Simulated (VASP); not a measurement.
The system is BaTiO3.

```xyz
5
Lattice="4.0524 0.0000 0.0000 0.0000 4.0524 0.0000 0.0000 0.0000 4.0709" Properties=species:S:1:pos:R:3 pbc="T T T"
Ba    0.0000    0.0000    0.0000
Ti    2.0262    2.0262    1.9947
O     0.0000    2.0262    2.1046
O     2.0262    0.0000    2.1046
O     2.0262    2.0262    0.0773
```

Base run:

```yaml
Program: VASP 6.6.1
Functional: PBE
Potentials_or_basis: VASP PAW PBE potentials, release 64 (Ba_sv, Ti_sv, O)
Cutoff: 520 eV
k_mesh: 7 × 7 × 7
Occupations: fermi-dirac, width 0.05 eV
Spin: no spin polarisation
```

Its results: band gap on the k mesh 1.78 eV, indirect (least direct gap 2.01 eV); pressure -2.2 GPa; largest force 0.506 eV/Å.

Q: The run is repeated on the same cell with these changes: functional from PBE to revPBE. What comes out?

A: Band gap on the k mesh 1.81 eV, indirect (least direct gap 2.03 eV); pressure 0.8 GPa; largest force 0.503 eV/Å.

revPBE binds less tightly than PBE, so the same cell stands under more pressure.

Caveats: spin-orbit coupling is left out, which moves the levels of the heavy elements; the PAW data sets were made with another functional, which shifts forces and pressure a little (some runs).

A k mesh can miss the band edges.
